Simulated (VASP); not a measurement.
Input of a VASP 6.6.1 run:

The input INCAR:

```
SYSTEM = TiSi6
PREC     = Accurate       ! precision mode
ENCUT    = 520            ! plane-wave cutoff, eV
EDIFF    = 1E-6           ! SCF threshold, eV
ISMEAR   = 0              ! smearing method
SIGMA    = 0.1            ! smearing width, eV
LREAL    = .False.        ! projectors in reciprocal space
LASPH    = .True.         ! aspherical terms in the spheres
NELM     = 100            ! most SCF steps
ALGO     = Normal         ! electronic algorithm
ISIF     = 2              ! what is computed and relaxed
LWAVE    = .False.        ! write WAVECAR
LCHARG   = .True.         ! write CHGCAR
GGA      = PE             ! functional
LELF     = .True.         ! ELF
LVHAR    = .True.       
NBANDS   = 27             ! bands
```

File KPOINTS:

```
Automatic mesh
0
Gamma
  4 4 4
  0 0 0
```

The input POSCAR:

```
TiSi6
1.0
    4.6103869300      0.0000000000      0.0000000000
    0.0000000000      4.6103869300      0.0000000000
    0.0000000000      0.0000000000      4.6103869300
Ti Si
1 6
Direct
    0.0000000000      0.0000000000      0.0000000000
    0.1975000100      0.5000000000      0.5000000000
    0.5000000000      0.1975000100      0.5000000000
    0.8024999900      0.5000000000      0.5000000000
    0.5000000000      0.8024999900      0.5000000000
    0.5000000000      0.5000000000      0.1975000100
    0.5000000000      0.5000000000      0.8024999900
```

Potentials or basis: VASP PAW PBE potentials, release 64 (Ti_sv, Si).

Run with:

```sh
$ cat potpaw_PBE.64/Ti_sv/POTCAR potpaw_PBE.64/Si/POTCAR > POTCAR
$ mpirun -np 1 vasp_std > vasp.out
```

Question: Predict the band gap on the k mesh.

Answer: Zero (bands 18 and 19 overlap by 0.69 eV).

Question: Predict the pressure.

Answer: 115.6 GPa.

Question: Estimate the largest force.

Answer: 5.218 eV/Å.

Forces on the atoms (eV/Å):
```
Ti   0.000  0.000  0.000
Si  -5.218  0.000  0.000
Si   0.000 -5.218  0.000
Si   5.218  0.000  0.000
Si   0.000  5.218  0.000
Si   0.000  0.000 -5.218
Si   0.000  0.000  5.218
```

Caveat: the cell stands under pressure; forces of over 1 eV/Å act on the atoms, so gaps and moduli don't describe the material at rest.
